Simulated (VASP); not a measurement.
# ZnC2H6 in VASP: single point with PBE+D3(BJ)

Aim: the single point of ZnC2H6 with PBE+D3(BJ).

Everything below comes from runs of VASP 6.6.1. Logs are shortened: lines on timing, memory, paths and dates and some standing lists are left out, and cuts for length are marked.

**1. The cell of the first run**

The cell holds a molecule in a box, 9 atoms: a = 14.000 Å, b = 14.500 Å, c = 15.619 Å, α = 90.00°, β = 90.00°, γ = 90.00°.

**2. Single point, PBE+D3(BJ)**

INCAR reads:

```
ALGO = Normal
EDIFF = 1E-6
ENCUT = 520
GGA = PE
ISIF = 2
ISMEAR = 0
ISYM = 0
IVDW = 12
LASPH = T
LCHARG = F
LREAL = F
LWAVE = F
NBANDS = 23
NELM = 80
PREC = Accurate
SIGMA = 0.005
```

KPOINTS reads:

```
k-points
0
Gamma
  1 1 1
```

POSCAR reads:

```
ZnH6C2
1.0
   14.0000000000      0.0000000000      0.0000000000
    0.0000000000     14.5000000000      0.0000000000
    0.0000000000      0.0000000000     15.6193090117
Zn C H
1 2 6
Direct
    0.4995530111      0.4999089786      0.4996430015
    0.4995675734      0.4998628561      0.6231693649
    0.4995644824      0.4999477841      0.3761173179
    0.4263175509      0.4995754189      0.6485116790
    0.5364505807      0.4387368761      0.6484687925
    0.5359538190      0.5612450253      0.6485119460
    0.5728261190      0.5001511721      0.3508008751
    0.4631172093      0.4386028250      0.3507665319
    0.4627659250      0.5611120243      0.3507986307
```

Potentials or basis: VASP PAW PBE potentials, release 64 (Zn, C, H).

Launch:

```console
$ cat potpaw_PBE.64/Zn/POTCAR potpaw_PBE.64/C/POTCAR potpaw_PBE.64/H/POTCAR > POTCAR
$ mpirun -np 1 vasp_gam > vasp.out
```

OUTCAR:

```text
EDIFF = 1E-6
   ENCUT = 520
   GGA = PE
   ISIF = 2
   ISMEAR = 0
   ISYM = 0
   IVDW = 12
   LASPH = T
   LREAL = F
   NELM = 80
   PREC = Accurate
 IVDW          = 12

 ion  position               nearest neighbor table
   1  0.500  0.500  0.500-   3 1.93   2 1.93
   2  0.500  0.500  0.623-   4 1.10   6 1.10   5 1.10   1 1.93
   3  0.500  0.500  0.376-   7 1.10   9 1.10   8 1.10   1 1.93
   4  0.426  0.500  0.649-   2 1.10
   5  0.536  0.439  0.648-   2 1.10
   6  0.536  0.561  0.649-   2 1.10
   7  0.573  0.500  0.351-   3 1.10
   8  0.463  0.439  0.351-   3 1.10
   9  0.463  0.561  0.351-   3 1.10

IMPORTANT INFORMATION: All symmetrisations will be switched off!
NOSYMM: (Re-)initialisation of all symmetry stuff for point group C_1.

----------------------------------------------------------------------------------------

                                     Primitive cell

  volume of cell :    3170.7197

  direct lattice vectors                    reciprocal lattice vectors
    14.000000000  0.000000000  0.000000000     0.071428571  0.000000000  0.000000000
     0.000000000 14.500000000  0.000000000     0.000000000  0.068965517  0.000000000
     0.000000000  0.000000000 15.619309012     0.000000000  0.000000000  0.064023319

  length of vectors
    14.000000000 14.500000000 15.619309012     0.071428571  0.068965517  0.064023319

  position of ions in fractional coordinates (direct lattice)
     0.499553011  0.499908979  0.499643001
     0.499567573  0.499862856  0.623169365
     0.499564482  0.499947784  0.376117318
     0.426317551  0.499575419  0.648511679
     0.536450581  0.438736876  0.648468792
     0.535953819  0.561245025  0.648511946
     0.572826119  0.500151172  0.350800875
     0.463117209  0.438602825  0.350766532
     0.462765925  0.561112024  0.350798631

  ion indices of the primitive-cell ions
   primitive index   ion index
                 1           1
                 2           2
                 3           3
                 4           4
                 5           5
                 6           6
                 7           7
                 8           8
                 9           9

----------------------------------------------------------------------------------------

 KPOINTS: k-points

Automatic generation of k-mesh.
 Grid dimensions read from file:
 generate k-points for:    1    1    1

 Generating k-lattice:

  Cartesian coordinates                     Fractional coordinates (reciprocal lattice)
     0.071428571  0.000000000  0.000000000     1.000000000  0.000000000  0.000000000
     0.000000000  0.068965517  0.000000000     0.000000000  1.000000000  0.000000000
     0.000000000  0.000000000  0.064023319     0.000000000  0.000000000  1.000000000

  Length of vectors
     0.071428571  0.068965517  0.064023319

  Shift w.r.t. Gamma in fractional coordinates (k-lattice)
     0.000000000  0.000000000  0.000000000

 Subroutine IBZKPT returns following result:
 ===========================================

 Found      1 irreducible k-points:

 Following reciprocal coordinates:
            Coordinates               Weight
  0.000000  0.000000  0.000000      1.000000
   k-points           NKPTS =      1   k-points in BZ     NKDIM =      1   number of bands    NBANDS=     23
   number of dos      NEDOS =    301   number of ions     NIONS =      9
   total plane-waves  NPLWV = ******
   dimension x,y,z NGX =   108 NGY =  108 NGZ =  120
   dimension x,y,z NGXF=   216 NGYF=  216 NGZF=  240
   ions per type =               1   2   6
   NGX,Y,Z   is equivalent  to a cutoff of  12.82, 12.38, 12.77 a.u.
   NGXF,Y,Z  is equivalent  to a cutoff of  25.65, 24.76, 25.54 a.u.
 SYSTEM =  unknown system
   PREC   = accura    normal or accurate (medium, high low for compatibility)
   ISTART =      0    job   : 0-new  1-cont  2-samecut
   ICHARG =      2    charge: 1-file 2-atom 10-const
   ISPIN  =      1    spin polarized calculation?
   LNONCOLLINEAR =      F non collinear calculations
   LSORBIT =      F    spin-orbit coupling
   LASPH  =      T    aspherical Exc in radial PAW
   ENCUT  =  520.0 eV  38.22 Ry    6.18 a.u.  26.03 26.96 29.04*2*pi/ulx,y,z
   NELM   =     80;   NELMIN=  2; NELMDL= -5     # of ELM steps
   EDIFF  = 0.1E-05   stopping-criterion for ELM
   LREAL  =      F    real-space projection
   EDIFFG = 0.1E-04   stopping-criterion for IOM
   NSW    =      0    number of steps for IOM
   IBRION =     -1    ionic relax: 0-MD 1-quasi-New 2-CG
   NFREE  =      0    steps in history (QN), initial steepest desc. (CG)
   ISIF   =      2    stress and relaxation
   ISYM   =      0    0-nonsym 1-usesym 2-fastsym
   POTIM  = 0.5000    time-step for ionic-motion
   TEBEG  =    0.0;   TEEND  =   0.0 temperature during run
   PSTRESS=    0.0 pullay stress
   NELECT =      26.0000    total number of electrons
   NUPDOWN=      -1.0000    fix difference up-down
   EMIN   =  10.00;   EMAX   =-10.00  energy-range for DOS
   EFERMI =   0.00;   METHOD = LEGACY
   ISMEAR =     0;   SIGMA  =   0.01  broadening in eV -4-tet -1-fermi 0-gaus
   EFERMI_NEDOS =   21; number of points for ismear=-14 and -15
   IALGO  =     38    algorithm
   IMIX   =      4    mixing-type and parameters
     AMIX     =   0.40;   BMIX     =  1.00
     AMIX_MAG =   1.60;   BMIX_MAG =  1.00
  volume/ion in A,a.u.               =     352.30      2377.45
  Fermi-wavevector in a.u.,A,eV,Ry     =   0.330126  0.623848  1.482808  0.108983
  Thomas-Fermi vector in A             =   1.225163
   LORBIT       =      0    0 simple, 1 ext, 2 COOP (PROOUT), +10 PAW based schemes
   GGA     = PE    functional components
   LHFCALC =     F    Hartree Fock is set to
   AEXX    =    0.0000 exact exchange contribution
   IVDW    =    12    specifies the selected vdW correction
   LEPSILON=     F    determine dielectric tensor
   LRPA    =     F    only Hartree local field effects (RPA)
 non-spin polarized calculation
 Gauss-broadening in eV      SIGMA  =   0.01
  energy-cutoff  :      520.00
  volume of cell :     3170.72
 maximum number of plane-waves:     42660
 NGX is ok and might be reduce to   108
   NGX = 53   NGY = 53   NGZ = 59

 number of electron      26.0000000 magnetization

 Free energy of the ion-electron system (eV)
  ---------------------------------------------------
  ext. energy  EPLUGINS =         0.00000000
  ---------------------------------------------------
  free energy    TOTEN  =       -40.35262778 eV

  energy without entropy =      -40.35262778  energy(sigma->0) =      -40.35262778

 E-fermi :  -5.8906     XC(G=0):  -0.4729

 val. band max:       -5.9442340071   @ k =   0.0000   0.0000   0.0000
 cond. band min:      -0.7295461117   @ k =   0.0000   0.0000   0.0000
 fundamental gap:      5.2146878955
 Fermi energy:        -5.8905689468

 k-point     1 :       0.0000    0.0000    0.0000
  band No.  band energies     occupation
      1     -16.4054      2.00000
      2     -16.1276      2.00000
      3     -10.9823      2.00000
      4     -10.8481      2.00000
      5     -10.8481      2.00000
      6     -10.6665      2.00000
[... 15 lines left out ...]
     22       0.6622      0.00000
     23       1.0153      0.00000

------------------------ aborting loop because EDIFF is reached ----------------------------------------

 Edisp (eV)   -0.12618

 E8    (eV) :    -0.0409

  FORCE on cell =-STRESS in cart. coord.  units (eV):
  Direction    XX          YY          ZZ          XY          YZ          ZX
  --------------------------------------------------------------------------------------
  -------------------------------------------------------------------------------------
  Total      -0.03135    -0.03252     0.14544    -0.00006    -0.00016    -0.00003
  in kB      -0.01584    -0.01643     0.07349    -0.00003    -0.00008    -0.00002
  external pressure =        0.01 kB  Pullay stress =        0.00 kB

 VOLUME and BASIS-vectors are now :
 -----------------------------------------------------------------------------
  energy-cutoff  :      520.00
  volume of cell :     3170.72
      direct lattice vectors                 reciprocal lattice vectors
    14.000000000  0.000000000  0.000000000     0.071428571  0.000000000  0.000000000
     0.000000000 14.500000000  0.000000000     0.000000000  0.068965517  0.000000000
     0.000000000  0.000000000 15.619309012     0.000000000  0.000000000  0.064023319

 POSITION                                       TOTAL-FORCE (eV/Angst)
 -----------------------------------------------------------------------------------
      6.99374      7.24868      7.80408        -0.001363      0.000128     -0.000425
      6.99395      7.24801      9.73347         0.000095     -0.000018      0.037264
      6.99390      7.24924      5.87469        -0.000054     -0.000060     -0.037334
      5.96845      7.24384     10.12930        -0.021842     -0.000152      0.006989
      7.51031      6.36168     10.12863         0.011254     -0.019209      0.007171
      7.50335      8.13805     10.12931         0.011114      0.019277      0.007117
      8.01957      7.25219      5.47927         0.022365      0.000068     -0.007078
      6.48364      6.35974      5.47873        -0.010718     -0.019138     -0.006834
      6.47872      8.13612      5.47923        -0.010851      0.019105     -0.006871
 -----------------------------------------------------------------------------------
    total drift:                               -0.001745      0.000222     -0.000501

  FREE ENERGIE OF THE ION-ELECTRON SYSTEM (eV)
  ---------------------------------------------------
  free  energy   TOTEN  =       -40.4788067837 eV

  energy  without entropy=      -40.4788067837  energy(sigma->0) =      -40.47880678
```

It took 3.2 min on 1 thread of AMD EPYC 9R45 (Zen 5), shared host; peak memory 2 GiB.

What came out:

- Free energy: -40.4788 eV
- Largest force: 0.037 eV/Å
- Gap between the frontier levels: 5.21 eV
- Dispersion energy per atom: -0.014 eV

Forces on the atoms (eV/Å):
```
Zn  -0.001  0.000  0.000
C    0.000  0.000  0.037
C    0.000  0.000 -0.037
H   -0.022  0.000  0.007
H    0.011 -0.019  0.007
H    0.011  0.019  0.007
H    0.022  0.000 -0.007
H   -0.011 -0.019 -0.007
H   -0.011  0.019 -0.007
```
